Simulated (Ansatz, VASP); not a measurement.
# LiNbO3 in VASP and in Ansatz

The input POSCAR:

```
LiNbO3
1.0
    3.9331683584      0.0000000000      0.0000000000
    0.0000000000      3.9331683584      0.0000000000
    0.0000000000      0.0000000000      3.9331683584
Li Nb O
1 1 3
Direct
    0.0000000000      0.0000000000      0.0000000000
    0.5000000000      0.5000000000      0.5000000000
    0.5000000000      0.5000000000      0.0000000000
    0.5000000000      0.0000000000      0.5000000000
    0.0000000000      0.5000000000      0.5000000000
```

The input INCAR.step1:

```
SYSTEM = LiNbO3
  PREC = Accurate
  ENCUT = 520
  EDIFF = 1E-5
  ISMEAR = 0
  SIGMA = 0.01
  LREAL = .False.
  LASPH = .True.
  NELM = 60
  ALGO = Normal
  ISIF = 2
  LWAVE = .True.
  LCHARG = .False.
  GGA = PE
  NBANDS = 25
```

INCAR.step2

```
SYSTEM = LiNbO3
  PREC = Accurate
  ENCUT = 520
  EDIFF = 1E-6
  ISMEAR = 0
  SIGMA = 0.01
  LREAL = .False.
  LASPH = .True.
  NELM = 60
  ALGO = Normal
  ISIF = 2
  LWAVE = .False.
  LCHARG = .False.
  GGA = PE
  LHFCALC = .True.
  AEXX = 0.25
  PRECFOCK = Fast
  ISTART = 1
  NBANDS = 25
```

File KPOINTS:

```
Automatic mesh
0
Gamma
  4 4 4
  0 0 0
```

Input for Ansatz:

```yaml
crystal:
  lattice:
    - [3.9331683584, 0.0, 0.0]
    - [0.0, 3.9331683584, 0.0]
    - [0.0, 0.0, 3.9331683584]
  atoms:
    - { symbol: Li, position: [0.0, 0.0, 0.0] }
    - { symbol: Nb, position: [0.5, 0.5, 0.5] }
    - { symbol: O, position: [0.5, 0.5, 0.0] }
    - { symbol: O, position: [0.5, 0.0, 0.5] }
    - { symbol: O, position: [0.0, 0.5, 0.5] }
kpoints:
  mp_grid: { grid: [4, 4, 4] }
  band_path:
    path: [[0.0, 0.0, 0.0], [0.0, 0.5, 0.0], [0.5, 0.5, 0.0], [0.5, 0.5, 0.5]]
    npoints: 1
hamiltonian:
  xc: pbe0
scf:
  occupations: { method: fixed }
  n_extra_bands: 5
output:
  forces: true
  stress: true
  eigenvalues: true
```

Alike in both runs: task single point; functional PBE0; k mesh 4 × 4 × 4; no spin polarisation.

|  | VASP | Ansatz |
| --- | --- | --- |
| version | VASP 6.6.1 | Ansatz 0.2.0 |
| potentials or method | VASP PAW PBE potentials, release 64 (Li_sv, Nb_sv, O) | plane waves, PAW |
| plane-wave cutoff (eV) | 520 | 420 |
| occupations | gaussian, width 0.01 eV | fixed |
| valence electrons in the cell | 34 | 34 |

|  | VASP | Ansatz | Ansatz less VASP |
| --- | --- | --- | --- |
| gap on the k mesh at the Fermi level (eV) | 3.74 | 3.74 | +0.005 |

Ansatz's warnings: stress exchange threshold loose, stress scf threshold loose.

Noted on VASP's run: the cutoff is under 1.25 times that of the potentials, so the pressure is a little rough.
